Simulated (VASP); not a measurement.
# CaSe (I4/mmm) in VASP: settings compared

The runs below take CaSe through single point, with PBE, r2SCAN.

All numbers are computed with VASP 6.6.1; they aren't measurements. Logs are shortened: lines on timing, memory, paths and dates and some standing lists are left out, and cuts for length are marked.

## (1) The cell of the first run

It takes space group I4/mmm (No. 139, tetragonal). The conventional cell has a = 4.197 Å, b = 4.197 Å, c = 5.645 Å, α = 90.00°, β = 90.00°, γ = 90.00°. Ca (site symmetry 4/mmm) has 6 Se at 2.82 to 2.97 Å within 3.7 Å. Within 3.7 Å of Se (site symmetry 4/mmm) lie 6 Ca at 2.82 to 2.97 Å.

## (2) Single point, PBE (uniaxial z strain -4.9%)

File INCAR:

```
SYSTEM = CaSe
PREC     = Accurate       ! precision mode
ENCUT    = 520            ! plane-wave cutoff, eV
EDIFF    = 1E-7           ! SCF threshold, eV
ISMEAR   = 0              ! smearing method
SIGMA    = 0.01           ! smearing width, eV
LREAL    = .FALSE.        ! projectors in reciprocal space
LASPH    = .TRUE.         ! aspherical terms in the spheres
NELM     = 80             ! most SCF steps
ALGO     = Normal         ! electronic algorithm
ISIF     = 2              ! what is computed and relaxed
LWAVE    = .FALSE.        ! write WAVECAR
LCHARG   = .FALSE.        ! write CHGCAR
GGA      = PE             ! functional
NBANDS   = 15             ! bands
```

File KPOINTS:

```
regular mesh
0
G
  4 4 4
  0 0 0
```

File POSCAR:

```
CaSe
1.0
    0.0000000000      2.9675306064      2.8227151128
    2.9675306064      0.0000000000      2.8227151128
    2.9675306064      2.9675306064      0.0000000000
Ca Se
1 1
Direct
    0.0000000000      0.0000000000      0.0000000000
    0.5000000000      0.5000000000      0.5000000000
```

Potentials or basis: VASP PAW PBE potentials, release 64 (Ca_sv, Se).

The run is started by

```bash
cat potpaw_PBE.64/Ca_sv/POTCAR potpaw_PBE.64/Se/POTCAR > POTCAR
mpirun -np 1 vasp_std > vasp.out
```

OUTCAR:

```text
SYSTEM = CaSe
   PREC = Accurate
   ENCUT = 520
   EDIFF = 1E-7
   ISMEAR = 0
   LREAL = .FALSE.
   LASPH = .TRUE.
   NELM = 80
   ISIF = 2
   GGA = PE

 ion  position               nearest neighbor table
   1  0.000  0.000  0.000-   2 2.82   2 2.82   2 2.97   2 2.97   2 2.97   2 2.97
   2  0.500  0.500  0.500-   1 2.82   1 2.82   1 2.97   1 2.97   1 2.97   1 2.97

  LATTYP: Found a body centered tetragonal cell.
 ALAT       =     4.1967220303
 C/A-ratio  =     1.3451999405

  Lattice vectors:

 A1 = (   0.0000000000,  -2.9675306064,  -2.8227151128)
 A2 = (   0.0000000000,   2.9675306064,  -2.8227151128)
 A3 = (   2.9675306064,   0.0000000000,   2.8227151128)

Analysis of symmetry for initial positions (statically):
=====================================================================
 Subroutine PRICEL returns:
 Original cell was already a primitive cell.

 Routine SETGRP: Setting up the symmetry group for a
 body centered tetragonal supercell.

 Subroutine GETGRP returns: Found 16 space group operations
 (whereof 16 operations were pure point group operations)
 out of a pool of 16 trial point group operations.

The static configuration has the point symmetry D_4h.

Analysis of symmetry for dynamics (positions and initial velocities):
=====================================================================
 Subroutine PRICEL returns:
 Original cell was already a primitive cell.

 Routine SETGRP: Setting up the symmetry group for a
 body centered tetragonal supercell.

 Subroutine GETGRP returns: Found 16 space group operations
 (whereof 16 operations were pure point group operations)
 out of a pool of 16 trial point group operations.

The dynamic configuration has the point symmetry D_4h.

 Subroutine INISYM returns: Found 16 space group operations
 (whereof 16 operations are pure point group operations),
 and found     1 'primitive' translations

----------------------------------------------------------------------------------------

                                     Primitive cell

  volume of cell :      49.7150

  direct lattice vectors                    reciprocal lattice vectors
     0.000000000  2.967530606  2.822715113    -0.168490259  0.168490259  0.177134418
     2.967530606  0.000000000  2.822715113     0.168490259 -0.168490259  0.177134418
     2.967530606  2.967530606  0.000000000     0.168490259  0.168490259 -0.177134418

  length of vectors
     4.095602338  4.095602338  4.196722030     0.296908297  0.296908297  0.296908297

  position of ions in fractional coordinates (direct lattice)
     0.000000000  0.000000000  0.000000000
     0.500000000  0.500000000  0.500000000

  ion indices of the primitive-cell ions
   primitive index   ion index
                 1           1
                 2           2

----------------------------------------------------------------------------------------

 KPOINTS: regular mesh

Automatic generation of k-mesh.
 Grid dimensions read from file:
 generate k-points for:    4    4    4

 Generating k-lattice:

  Cartesian coordinates                     Fractional coordinates (reciprocal lattice)
    -0.042122565  0.042122565  0.044283605     0.250000000  0.000000000  0.000000000
     0.042122565 -0.042122565  0.044283605     0.000000000  0.250000000  0.000000000
     0.042122565  0.042122565 -0.044283605    -0.000000000 -0.000000000  0.250000000

  Length of vectors
     0.074227074  0.074227074  0.074227074

  Shift w.r.t. Gamma in fractional coordinates (k-lattice)
     0.000000000  0.000000000  0.000000000

 Subroutine IBZKPT returns following result:
 ===========================================

 Found     13 irreducible k-points:

 Following reciprocal coordinates:
            Coordinates               Weight
  0.000000  0.000000  0.000000      1.000000
  0.250000  0.000000  0.000000      8.000000
  0.500000  0.000000  0.000000      4.000000
  0.250000  0.250000  0.000000      2.000000
  0.500000  0.250000  0.000000      8.000000
 -0.250000  0.250000  0.000000      4.000000
  0.500000  0.500000  0.000000      1.000000
  0.250000  0.000000  0.250000      4.000000
  0.500000  0.000000  0.250000     16.000000
 -0.250000 -0.000000  0.250000      8.000000
 -0.250000  0.500000  0.250000      4.000000
  0.500000  0.000000  0.500000      2.000000
 -0.250000  0.250000  0.500000      2.000000
   k-points           NKPTS =     13   k-points in BZ     NKDIM =     13   number of bands    NBANDS=     15
   number of dos      NEDOS =    301   number of ions     NIONS =      2
   total plane-waves  NPLWV =  28800
   dimension x,y,z NGX =    30 NGY =   30 NGZ =   32
   dimension x,y,z NGXF=    60 NGYF=   60 NGZF=   64
   ions per type =               1   1
   NGX,Y,Z   is equivalent  to a cutoff of  12.18, 12.18, 12.68 a.u.
   NGXF,Y,Z  is equivalent  to a cutoff of  24.35, 24.35, 25.35 a.u.
 SYSTEM =  CaSe
   PREC   = accura    normal or accurate (medium, high low for compatibility)
   ISTART =      0    job   : 0-new  1-cont  2-samecut
   ICHARG =      2    charge: 1-file 2-atom 10-const
   ISPIN  =      1    spin polarized calculation?
   LNONCOLLINEAR =      F non collinear calculations
   LSORBIT =      F    spin-orbit coupling
   LASPH  =      T    aspherical Exc in radial PAW
   ENCUT  =  520.0 eV  38.22 Ry    6.18 a.u.   7.62  7.62  7.80*2*pi/ulx,y,z
   NELM   =     80;   NELMIN=  2; NELMDL= -5     # of ELM steps
   EDIFF  = 0.1E-06   stopping-criterion for ELM
   LREAL  =      F    real-space projection
   EDIFFG = 0.1E-05   stopping-criterion for IOM
   NSW    =      0    number of steps for IOM
   IBRION =     -1    ionic relax: 0-MD 1-quasi-New 2-CG
   NFREE  =      0    steps in history (QN), initial steepest desc. (CG)
   ISIF   =      2    stress and relaxation
   ISYM   =      2    0-nonsym 1-usesym 2-fastsym
   POTIM  = 0.5000    time-step for ionic-motion
   TEBEG  =    0.0;   TEEND  =   0.0 temperature during run
   PSTRESS=    0.0 pullay stress
   NELECT =      16.0000    total number of electrons
   NUPDOWN=      -1.0000    fix difference up-down
   EMIN   =  10.00;   EMAX   =-10.00  energy-range for DOS
   EFERMI =   0.00;   METHOD = LEGACY
   ISMEAR =     0;   SIGMA  =   0.01  broadening in eV -4-tet -1-fermi 0-gaus
   EFERMI_NEDOS =   21; number of points for ismear=-14 and -15
   IALGO  =     38    algorithm
   IMIX   =      4    mixing-type and parameters
     AMIX     =   0.40;   BMIX     =  1.00
     AMIX_MAG =   1.60;   BMIX_MAG =  1.00
  volume/ion in A,a.u.               =      24.86       167.75
  Fermi-wavevector in a.u.,A,eV,Ry     =   1.121895  2.120075 17.124961  1.258649
  Thomas-Fermi vector in A             =   2.258552
   LORBIT       =      0    0 simple, 1 ext, 2 COOP (PROOUT), +10 PAW based schemes
   GGA     = PE    functional components
   LHFCALC =     F    Hartree Fock is set to
   AEXX    =    0.0000 exact exchange contribution
   IVDW    =     0    specifies the selected vdW correction
   LEPSILON=     F    determine dielectric tensor
   LRPA    =     F    only Hartree local field effects (RPA)
 non-spin polarized calculation
 Gauss-broadening in eV      SIGMA  =   0.01
  energy-cutoff  :      520.00
  volume of cell :       49.72
 maximum number of plane-waves:      1355
   NGX = 15   NGY = 15   NGZ = 15

 number of electron      16.0000000 magnetization

 Free energy of the ion-electron system (eV)
  ---------------------------------------------------
  ext. energy  EPLUGINS =         0.00000000
  ---------------------------------------------------
  free energy    TOTEN  =        -9.40021094 eV

  energy without entropy =       -9.40021094  energy(sigma->0) =       -9.40021094

 E-fermi :   2.8967     XC(G=0):  -9.3172

 val. band max:        2.7732272667   @ k =   0.0000   0.0000   0.0000
 cond. band min:       4.6328112423   @ k =   0.5000   0.5000   0.0000
 fundamental gap:      1.8595839756
 Fermi energy:         2.8967015876

 k-point     1 :       0.0000    0.0000    0.0000
  band No.  band energies     occupation
      1     -36.8944      2.00000
      2     -17.8998      2.00000
      3     -17.8998      2.00000
      4     -17.8946      2.00000
      5      -9.2037      2.00000
      6       2.7292      2.00000
      7       2.7292      2.00000
      8       2.7732      2.00000
      9       6.1520      0.00000
     10       6.3104      0.00000
     11       6.3104      0.00000
     12       6.6533      0.00000
     13       6.9351      0.00000
     14       7.2886      0.00000
     15      12.5193      0.00000

 k-point     2 :       0.2500    0.0000    0.0000
  band No.  band energies     occupation
      1     -36.8901      2.00000
      2     -17.9693      2.00000
      3     -17.9069      2.00000
      4     -17.8985      2.00000
      5      -8.8337      2.00000
      6       0.6498      2.00000
      7       1.9614      2.00000
      8       1.9918      2.00000
      9       6.4768      0.00000
     10       7.1367      0.00000
     11       7.2523      0.00000
     12       8.3618      0.00000
     13       8.4044      0.00000
     14       9.0407      0.00000
     15      12.3025      0.00000

 k-point     3 :       0.5000    0.0000    0.0000
  band No.  band energies     occupation
      1     -36.8858      2.00000
      2     -18.0384      2.00000
      3     -17.9140      2.00000
      4     -17.9003      2.00000
      5      -8.4149      2.00000
      6      -0.7044      2.00000
      7       1.4314      2.00000
      8       1.4539      2.00000
      9       7.3045      0.00000
     10       8.2574      0.00000
     11       8.3719      0.00000
     12       8.4037      0.00000
     13      10.2810      0.00000
     14      10.6547      0.00000
     15      10.6599      0.00000
[... 145 lines left out ...]
 k-point    12 :       0.5000    0.0000    0.5000
  band No.  band energies     occupation
      1     -36.8837      2.00000
      2     -17.9972      2.00000
      3     -17.9375      2.00000
      4     -17.9296      2.00000
      5      -8.5966      2.00000
      6       0.0572      2.00000
      7       1.7990      2.00000
      8       1.8824      2.00000
      9       4.6712      0.00000
     10       7.6698      0.00000
     11       8.1428      0.00000
     12       8.8164      0.00000
     13       8.9262      0.00000
     14       8.9804      0.00000
     15      13.1008      0.00000

 k-point    13 :      -0.2500    0.2500    0.5000
  band No.  band energies     occupation
      1     -36.8837      2.00000
      2     -17.9632      2.00000
      3     -17.9632      2.00000
      4     -17.9511      2.00000
      5      -8.4423      2.00000
      6       0.6373      2.00000
      7       0.6373      2.00000
      8       0.8276      2.00000
      9       7.4331      0.00000
     10       7.4331      0.00000
     11       7.9564      0.00000
     12       8.4879      0.00000
     13       8.8270      0.00000
     14      12.2784      0.00000
     15      12.2834      0.00000

------------------------ aborting loop because EDIFF is reached ----------------------------------------

  FORCE on cell =-STRESS in cart. coord.  units (eV):
  Direction    XX          YY          ZZ          XY          YZ          ZX
  --------------------------------------------------------------------------------------
  -------------------------------------------------------------------------------------
  Total        0.6018006      0.6018006      2.5870947      0.0000000      0.0000000      0.0000000
  in kB       19.3943721     19.3943721     83.3749226      0.0000000      0.0000000      0.0000000
  external PRESSURE =      40.7212222 kB  Pullay stress =       0.0000000 kB

 VOLUME and BASIS-vectors are now :
 -----------------------------------------------------------------------------
  energy-cutoff  :      520.00
  volume of cell :       49.72
      direct lattice vectors                 reciprocal lattice vectors
     0.000000000  2.967530606  2.822715113    -0.168490259  0.168490259  0.177134418
     2.967530606  0.000000000  2.822715113     0.168490259 -0.168490259  0.177134418
     2.967530606  2.967530606  0.000000000     0.168490259  0.168490259 -0.177134418

 POSITION                                       TOTAL-FORCE (eV/Angst)
 -----------------------------------------------------------------------------------
      0.00000      0.00000      0.00000         0.000000      0.000000      0.000000
      2.96753      2.96753      2.82272         0.000000      0.000000     -0.000000
 -----------------------------------------------------------------------------------
    total drift:                               -0.000000      0.000000      0.000000

  FREE ENERGIE OF THE ION-ELECTRON SYSTEM (eV)
  ---------------------------------------------------
  free  energy   TOTEN  =        -9.4002109408 eV

  energy  without entropy=       -9.4002109408  energy(sigma->0) =       -9.40021094
```

Run time: 34 s. Hardware: 1 thread of AMD EPYC 7R13, shared host; peak memory 0.14 GiB.

Results:

```yaml
Free_energy: -9.4002 eV
Pressure: 4.1 GPa
Band_gap_on_the_k_mesh: 1.86 eV, indirect (least direct gap 2.79 eV)
```

Caveat: the k points lie up to 0.47 Å⁻¹ apart; the cell differs from its parent crystal (uniaxial z strain -4.9%).

## (3) Single point, PBE (uniaxial z strain -4.9%)

File INCAR:

```
SYSTEM = CaSe
PREC = Accurate ; ENCUT = 520
EDIFF = 1E-7 ; ISMEAR = -1
SIGMA = 0.02 ; LREAL = .FALSE.
LASPH = .TRUE. ; NELM = 80
ALGO = Normal ; ISIF = 2
LWAVE = .FALSE. ; LCHARG = .TRUE.
GGA = PE ; LELF = .TRUE.
LVHAR = .TRUE. ; NBANDS = 15
```

File KPOINTS:

```
Automatic mesh
0
G
  8 8 8
  0 0 0
```

POSCAR is that of step 2.

Potentials or basis: VASP PAW PBE potentials, release 64 (Ca_sv, Se).

The run is started by

```bash
cat potpaw_PBE.64/Ca_sv/POTCAR potpaw_PBE.64/Se/POTCAR > POTCAR
mpirun -np 1 vasp_std > vasp.out
```

Wall time 2 min (1 thread of AMD EPYC 7R13, shared host); peak memory 0.17 GiB.

Results (log left out):

```yaml
Free_energy: -9.4183 eV
Pressure: 3.9 GPa
Band_gap_on_the_k_mesh: 1.87 eV, indirect (least direct gap 2.80 eV)
```

Stress tensor (GPa, compression positive):
```
1.79 0.00 0.00
0.00 1.79 0.00
0.00 0.00 8.18
```

Levels at points of the mesh, in eV from the valence-band top:
| k point | band 5 | band 6 | band 7 | band 8 | band 9 | band 10 | band 11 | band 12 |
| --- | --- | --- | --- | --- | --- | --- | --- | --- |
| (0.00, 0.00, 0.00) | -11.98 | -0.04 | -0.04 | 0.00 | 3.38 | 3.55 | 3.55 | 3.89 |
| (0.50, 0.00, 0.00) | -11.19 | -3.47 | -1.34 | -1.32 | 4.54 | 5.50 | 5.61 | 5.65 |
| (0.50, 0.50, 0.00) | -11.32 | -2.52 | -1.13 | -1.13 | 1.87 | 5.16 | 5.17 | 6.12 |
| (0.50, 0.00, 0.50) | -11.37 | -2.71 | -0.97 | -0.89 | 1.91 | 4.91 | 5.38 | 6.06 |

Caveat: the cell differs from its parent crystal (uniaxial z strain -4.9%).

(Part 1 of 2 ends here.)
